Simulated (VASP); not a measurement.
# Sn in VASP: a series of runs

The runs below take Sn through single point, with PBE.

All numbers are computed with VASP 6.6.1; they aren't measurements. Logs are shortened: lines on timing, memory, paths and dates and some standing lists are left out, and cuts for length are marked.

## 1. The cell of the first run

The cell holds a slab with vacuum, 4 atoms: a = 4.706 Å, b = 4.706 Å, c = 20.803 Å, α = 90.00°, β = 90.00°, γ = 120.00°.

## 2. Single point, PBE

INCAR reads:

```
SYSTEM = Sn
  PREC = Accurate
  ENCUT = 520
  EDIFF = 1E-6
  ISMEAR = -1
  SIGMA = 0.02
  LREAL = .False.
  LASPH = .True.
  NELM = 80
  ALGO = Normal
  ISIF = 2
  LWAVE = .False.
  LCHARG = .True.
  LDIPOL = .True.
  IDIPOL = 3
  DIPOL = 0.5 0.5 0.500
  GGA = PE
  LELF = .True.
  LVHAR = .True.
  LVACPOTAV = .True.
  NBANDS = 36
```

KPOINTS reads:

```
Automatic mesh
0
Gamma
  6 6 1
  0 0 0
```

POSCAR reads:

```
Sn
1.0
    4.7064645918      0.0000000000      0.0000000000
   -2.3532322959      4.0759178986      0.0000000000
    0.0000000000      0.0000000000     20.8035000000
Sn
4
Direct
    0.1666666665      0.3333333335      0.3845503085
    0.5000000005      0.9999999995      0.4307301854
    0.5000000005      0.9999999995      0.5692698151
    0.8333333335      0.6666666665      0.6154496915
```

Potentials or basis: VASP PAW PBE potentials, release 64 (Sn_d).

The run is started by

```sh
cat potpaw_PBE.64/Sn_d/POTCAR > POTCAR
mpirun -np 1 vasp_std > vasp.out
```

OUTCAR:

```text
SYSTEM = Sn
   PREC = Accurate
   ENCUT = 520
   EDIFF = 1E-6
   ISMEAR = -1
   LREAL = .False.
   LASPH = .True.
   NELM = 80
   ISIF = 2
   GGA = PE

 ion  position               nearest neighbor table
   1  0.167  0.333  0.385-   2 2.88   2 2.88   2 2.88
   2  0.500  1.000  0.431-   1 2.88   1 2.88   3 2.88   1 2.88
   3  0.500  1.000  0.569-   4 2.88   4 2.88   4 2.88   2 2.88
   4  0.833  0.667  0.615-   3 2.88   3 2.88   3 2.88

  LATTYP: Found a hexagonal cell.
 ALAT       =     4.7064645918
 C/A-ratio  =     4.4201968578

  Lattice vectors:

 A1 = (   4.7064645918,   0.0000000000,   0.0000000000)
 A2 = (  -2.3532322959,   4.0759178986,   0.0000000000)
 A3 = (   0.0000000000,   0.0000000000,  20.8035000000)

Analysis of symmetry for initial positions (statically):
=====================================================================
 Subroutine PRICEL returns:
 Original cell was already a primitive cell.

 Routine SETGRP: Setting up the symmetry group for a
 hexagonal supercell.

 Subroutine GETGRP returns: Found 12 space group operations
 (whereof  4 operations were pure point group operations)
 out of a pool of 24 trial point group operations.

The static configuration has the point symmetry C_2h.
 The point group associated with its full space group is D_3d.

Analysis of symmetry for dynamics (positions and initial velocities):
=====================================================================
 Subroutine PRICEL returns:
 Original cell was already a primitive cell.

 Routine SETGRP: Setting up the symmetry group for a
 hexagonal supercell.

 Subroutine GETGRP returns: Found 12 space group operations
 (whereof  4 operations were pure point group operations)
 out of a pool of 24 trial point group operations.

The dynamic configuration has the point symmetry C_2h.
 The point group associated with its full space group is D_3d.

 Subroutine INISYM returns: Found 12 space group operations
 (whereof  4 operations are pure point group operations),
 and found     1 'primitive' translations

----------------------------------------------------------------------------------------

                                     Primitive cell

  volume of cell :     399.0769

  direct lattice vectors                    reciprocal lattice vectors
     4.706464592  0.000000000  0.000000000     0.212473712  0.122671755  0.000000000
    -2.353232296  4.075917899  0.000000000     0.000000000  0.245343509  0.000000000
     0.000000000  0.000000000 20.803500000     0.000000000  0.000000000  0.048068835

  length of vectors
     4.706464592  4.706464592 20.803500000     0.245343509  0.245343509  0.048068835

  position of ions in fractional coordinates (direct lattice)
     0.166666666  0.333333334  0.384550309
     0.500000001  0.999999999  0.430730185
     0.500000001  0.999999999  0.569269815
     0.833333334  0.666666666  0.615449691

  ion indices of the primitive-cell ions
   primitive index   ion index
                 1           1
                 2           2
                 3           3
                 4           4

----------------------------------------------------------------------------------------

 KPOINTS: Automatic mesh

Automatic generation of k-mesh.
 Grid dimensions read from file:
 generate k-points for:    6    6    1

 Generating k-lattice:

  Cartesian coordinates                     Fractional coordinates (reciprocal lattice)
     0.035412285  0.020445292  0.000000000     0.166666667  0.000000000  0.000000000
     0.000000000  0.040890585  0.000000000     0.000000000  0.166666667  0.000000000
     0.000000000  0.000000000  0.048068835     0.000000000  0.000000000  1.000000000

  Length of vectors
     0.040890585  0.040890585  0.048068835

  Shift w.r.t. Gamma in fractional coordinates (k-lattice)
     0.000000000  0.000000000  0.000000000

 Subroutine IBZKPT returns following result:
 ===========================================

 Found      7 irreducible k-points:

 Following reciprocal coordinates:
            Coordinates               Weight
  0.000000  0.000000  0.000000      1.000000
  0.166667  0.000000  0.000000      6.000000
  0.333333  0.000000  0.000000      6.000000
  0.500000  0.000000  0.000000      3.000000
  0.166667  0.166667  0.000000      6.000000
  0.333333  0.166667  0.000000     12.000000
  0.333333  0.333333  0.000000      2.000000
   k-points           NKPTS =      7   k-points in BZ     NKDIM =      7   number of bands    NBANDS=     36
   number of dos      NEDOS =    301   number of ions     NIONS =      4
   total plane-waves  NPLWV = 207360
   dimension x,y,z NGX =    36 NGY =   36 NGZ =  160
   dimension x,y,z NGXF=    72 NGYF=   72 NGZF=  320
   ions per type =               4
   NGX,Y,Z   is equivalent  to a cutoff of  12.72, 12.72, 12.79 a.u.
   NGXF,Y,Z  is equivalent  to a cutoff of  25.43, 25.43, 25.57 a.u.
 SYSTEM =  Sn
   PREC   = accura    normal or accurate (medium, high low for compatibility)
   ISTART =      0    job   : 0-new  1-cont  2-samecut
   ICHARG =      2    charge: 1-file 2-atom 10-const
   ISPIN  =      1    spin polarized calculation?
   LNONCOLLINEAR =      F non collinear calculations
   LSORBIT =      F    spin-orbit coupling
   LASPH  =      T    aspherical Exc in radial PAW
   ENCUT  =  520.0 eV  38.22 Ry    6.18 a.u.   8.75  8.75 38.68*2*pi/ulx,y,z
   NELM   =     80;   NELMIN=  2; NELMDL= -5     # of ELM steps
   EDIFF  = 0.1E-05   stopping-criterion for ELM
   LREAL  =      F    real-space projection
   EDIFFG = 0.1E-04   stopping-criterion for IOM
   NSW    =      0    number of steps for IOM
   IBRION =     -1    ionic relax: 0-MD 1-quasi-New 2-CG
   NFREE  =      0    steps in history (QN), initial steepest desc. (CG)
   ISIF   =      2    stress and relaxation
   ISYM   =      2    0-nonsym 1-usesym 2-fastsym
   POTIM  = 0.5000    time-step for ionic-motion
   TEBEG  =    0.0;   TEEND  =   0.0 temperature during run
   PSTRESS=    0.0 pullay stress
   NELECT =      56.0000    total number of electrons
   NUPDOWN=      -1.0000    fix difference up-down
   EMIN   =  10.00;   EMAX   =-10.00  energy-range for DOS
   EFERMI =   0.00;   METHOD = LEGACY
   ISMEAR =    -1;   SIGMA  =   0.02  broadening in eV -4-tet -1-fermi 0-gaus
   EFERMI_NEDOS =   21; number of points for ismear=-14 and -15
   IALGO  =     38    algorithm
   IMIX   =      4    mixing-type and parameters
     AMIX     =   0.40;   BMIX     =  1.00
     AMIX_MAG =   1.60;   BMIX_MAG =  1.00
  volume/ion in A,a.u.               =      99.77       673.28
  Fermi-wavevector in a.u.,A,eV,Ry     =   0.850717  1.607623  9.846809  0.723720
  Thomas-Fermi vector in A             =   1.966738
   LORBIT       =      0    0 simple, 1 ext, 2 COOP (PROOUT), +10 PAW based schemes
   GGA     = PE    functional components
   LHFCALC =     F    Hartree Fock is set to
   AEXX    =    0.0000 exact exchange contribution
   IVDW    =     0    specifies the selected vdW correction
   LEPSILON=     F    determine dielectric tensor
   LRPA    =     F    only Hartree local field effects (RPA)
 non-spin polarized calculation
  energy-cutoff  :      520.00
  volume of cell :      399.08
 maximum number of plane-waves:     10780
 NGX is ok and might be reduce to    36
   NGX = 17   NGY = 17   NGZ = 77

 dipolmoment           0.000000      0.000000      0.000000 electrons x Angstroem

 number of electron      56.0000016 magnetization

 dipolmoment           0.000000      0.000000     -0.000000 electrons x Angstroem

 Free energy of the ion-electron system (eV)
  ---------------------------------------------------
  ext. energy  EPLUGINS =         0.00000000
  ---------------------------------------------------
  free energy    TOTEN  =       -14.06984007 eV

  energy without entropy =      -14.06945946  energy(sigma->0) =      -14.06964976

 E-fermi :  -0.9828     XC(G=0):  -3.7811

 val. band max:       -1.0798561347   @ k =   0.3333   0.3333   0.0000
 cond. band min:      -0.8997839515   @ k =   0.0000   0.0000   0.0000
 fundamental gap:      0.1800721831
 Fermi energy:        -0.9828326992

 k-point     1 :       0.0000    0.0000    0.0000
  band No.  band energies     occupation
      1     -22.3531      2.00000
      2     -22.3224      2.00000
      3     -22.3224      2.00000
      4     -22.2986      2.00000
      5     -22.2986      2.00000
      6     -22.2377      2.00000
[... 28 lines left out ...]
     35       2.4312      0.00000
     36       2.9505      0.00000

 k-point     2 :       0.1667    0.0000    0.0000
  band No.  band energies     occupation
      1     -22.3700      2.00000
      2     -22.3254      2.00000
      3     -22.3131      2.00000
      4     -22.3037      2.00000
      5     -22.2969      2.00000
      6     -22.2282      2.00000
[... 28 lines left out ...]
     35       3.2200      0.00000
     36       3.2953      0.00000

 k-point     3 :       0.3333    0.0000    0.0000
  band No.  band energies     occupation
      1     -22.3864      2.00000
      2     -22.3277      2.00000
      3     -22.3109      2.00000
      4     -22.3057      2.00000
      5     -22.2863      2.00000
      6     -22.2113      2.00000
[... 28 lines left out ...]
     35       3.8617      0.00000
     36       4.3101      0.00000

 k-point     4 :       0.5000    0.0000    0.0000
  band No.  band energies     occupation
      1     -22.3914      2.00000
      2     -22.3274      2.00000
      3     -22.3136      2.00000
      4     -22.3043      2.00000
      5     -22.2650      2.00000
      6     -22.2345      2.00000
[... 28 lines left out ...]
     35       4.1753      0.00000
     36       4.8585      0.00000

 k-point     5 :       0.1667    0.1667    0.0000
  band No.  band energies     occupation
      1     -22.3832      2.00000
      2     -22.3312      2.00000
      3     -22.3139      2.00000
      4     -22.3047      2.00000
      5     -22.2876      2.00000
      6     -22.2207      2.00000
[... 28 lines left out ...]
     35       3.6304      0.00000
     36       3.7122      0.00000

 k-point     6 :       0.3333    0.1667    0.0000
  band No.  band energies     occupation
      1     -22.3916      2.00000
      2     -22.3345      2.00000
      3     -22.3245      2.00000
      4     -22.2979      2.00000
      5     -22.2733      2.00000
      6     -22.2261      2.00000
[... 28 lines left out ...]
     35       3.8081      0.00000
     36       4.3684      0.00000

 k-point     7 :       0.3333    0.3333    0.0000
  band No.  band energies     occupation
      1     -22.3941      2.00000
      2     -22.3371      2.00000
      3     -22.3371      2.00000
      4     -22.2837      2.00000
      5     -22.2837      2.00000
      6     -22.2263      2.00000
[... 28 lines left out ...]
     35       3.8686      0.00000
     36       4.3538      0.00000

------------------------ aborting loop because EDIFF is reached ----------------------------------------

  FORCE on cell =-STRESS in cart. coord.  units (eV):
  Direction    XX          YY          ZZ          XY          YZ          ZX
  --------------------------------------------------------------------------------------
  -------------------------------------------------------------------------------------
  Total       -0.5696276     -0.5696276      0.8024837      0.0000000      0.0000000      0.0000000
  in kB       -2.2868884     -2.2868884      3.2217376      0.0000000      0.0000000      0.0000000
  external PRESSURE =      -0.4506797 kB  Pullay stress =       0.0000000 kB

 VOLUME and BASIS-vectors are now :
 -----------------------------------------------------------------------------
  energy-cutoff  :      520.00
  volume of cell :      399.08
      direct lattice vectors                 reciprocal lattice vectors
     4.706464592  0.000000000  0.000000000     0.212473712  0.122671755  0.000000000
    -2.353232296  4.075917899  0.000000000     0.000000000  0.245343509  0.000000000
     0.000000000  0.000000000 20.803500000     0.000000000  0.000000000  0.048068835

 POSITION                                       TOTAL-FORCE (eV/Angst)
 -----------------------------------------------------------------------------------
     -0.00000      1.35864      7.99999        -0.000000      0.000000      0.040555
      0.00000      4.07592      8.96070        -0.000000      0.000000     -0.362689
      0.00000      4.07592     11.84280         0.000000     -0.000000      0.362689
      2.35323      2.71728     12.80351         0.000000     -0.000000     -0.040555
 -----------------------------------------------------------------------------------
    total drift:                               -0.000002      0.000001     -0.000010

  FREE ENERGIE OF THE ION-ELECTRON SYSTEM (eV)
  ---------------------------------------------------
  free  energy   TOTEN  =       -14.0698400706 eV

  energy  without entropy=      -14.0694594591  energy(sigma->0) =      -14.06964976

 vacuum level on the upper side and lower side of the slab         3.290         3.290
```

It took 2.9 min on 1 thread of Intel Xeon 6975P-C, shared host; peak memory 0.48 GiB.

Results:

```
Free energy            : -14.0698 eV
Largest force          : 0.363 eV/Å
Band gap on the k mesh : zero (band 28 reaches -0.90 eV, above the bottom of band 29 at -1.08 eV)
```

Forces in eV/Å, atoms in the order of the input:
```
Sn   0.000  0.000  0.041
Sn   0.000  0.000 -0.363
Sn   0.000  0.000  0.363
Sn   0.000  0.000 -0.041
```

Caveat: spin-orbit coupling is left out, which moves the levels of the heavy elements.

## 3. Single point, PBE

INCAR reads:

```
SYSTEM = Sn
PREC = Accurate ; ENCUT = 520
EDIFF = 1E-7 ; ISMEAR = -1
SIGMA = 0.02 ; LREAL = .False.
LASPH = .True. ; NELM = 60
ALGO = Normal ; ISIF = 2
LWAVE = .False. ; LCHARG = .False.
LDIPOL = .True. ; IDIPOL = 3
DIPOL = 0.5 0.5 0.500 ; GGA = PE
NBANDS = 36
```

KPOINTS is that of step 2.

POSCAR reads:

```
Sn
1.0
    4.7064645919      0.0000000000      0.0000000000
   -2.3532322959      4.0759178986      0.0000000000
    0.0000000000      0.0000000000     20.8035000000
Sn
4
Direct
    0.1666666667      0.3333333333      0.3833337046
    0.5000000000      1.0000000000      0.4281493754
    0.5000000000      1.0000000000      0.5718507415
    0.8333333333      0.6666666667      0.6166661790
```

Potentials or basis: VASP PAW PBE potentials, release 64 (Sn_d).

The run is started by

```sh
cat potpaw_PBE.64/Sn_d/POTCAR > POTCAR
mpirun -np 1 vasp_std > vasp.out
```

Wall time 3.4 min (1 thread of Intel Xeon 6975P-C, shared host); peak memory 0.47 GiB.

The run converged. Its results:

* Free energy: -14.0868 eV
* Largest force: 0.004 eV/Å
* Band gap on the k mesh: zero (band 28 reaches -0.97 eV, above the bottom of band 29 at -1.06 eV)

Forces in eV/Å, atoms in the order of the input:
```
Sn   0.000  0.000 -0.004
Sn   0.000  0.000  0.002
Sn   0.000  0.000 -0.002
Sn   0.000  0.000  0.004
```

Levels at points of the mesh, in eV from the Fermi level:
```csv
k point,band 26,band 27,band 28,band 29,band 30,band 31
"(0.00, 0.00, 0.00)",-0.45,0.04,0.04,0.18,0.65,1.39
"(0.50, 0.00, 0.00)",-1.64,-1.10,-0.97,0.53,1.35,1.47
```

Caveat: spin-orbit coupling is left out, which moves the levels of the heavy elements.
